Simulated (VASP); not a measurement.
Wanted: the native input for a VASP 6.6.1 run.

- Task: single point
- Functional: PBE
- Potentials or basis: VASP PAW PBE potentials, release 64 (Al, N)
- Cutoff: 520 eV
- k mesh: 2 × 2 × 2, shifted
- Occupations: gaussian, width 0.01 eV
- Spin: no spin polarisation
- Dipole correction: no
- Further INCAR settings: ALGO = Normal; EDIFF = 1e-06; NBANDS = 16

The structure of AlN (AlN (P6_3mc)) lies in POSCAR:

```
AlN
1.0
    3.1297569654      0.0000000309      0.0000000000
   -1.5648785094      2.7104490242      0.0000000000
    0.0000000000      0.0000000000      5.0174032550
Al N
2 2
Direct
    0.6671048058      0.3329323771      0.5000247798
    0.3329323771      0.6671048058      0.0000247798
    0.6639230872      0.3360397299      0.8799752202
    0.3360397299      0.6639230872      0.3799752202
```

The input as run:

INCAR

```
SYSTEM = AlN
ALGO = Normal
EDIFF = 1E-6
ENCUT = 520
GGA = PE
ISIF = 2
ISMEAR = 0
LASPH = .TRUE.
LCHARG = .FALSE.
LREAL = .FALSE.
LWAVE = .FALSE.
NBANDS = 16
NELM = 80
PREC = Accurate
SIGMA = 0.01
```

KPOINTS

```
Automatic mesh
0
Gamma
  2 2 2
  0.25 0.25 0.25
```

Potentials or basis: VASP PAW PBE potentials, release 64 (Al, N).

Run with:

```console
$ cat potpaw_PBE.64/Al/POTCAR potpaw_PBE.64/N/POTCAR > POTCAR
$ mpirun -np 1 vasp_std > vasp.out
```

It gave:

| Quantity | Value |
| --- | --- |
| Pressure | -0.6 GPa |
| Largest force | 0.206 eV/Å |
| Band gap on the k mesh | 5.74 eV, indirect (least direct gap 6.33 eV) |

Caveat: the k points lie up to 1.16 Å⁻¹ apart.

Run time: 12 s on 1 thread of Intel(R) Xeon(R) Platinum 8259CL CPU @ 2.50GHz (Skylake/Cascade Lake) (shared host), peak memory 0.15 GiB.
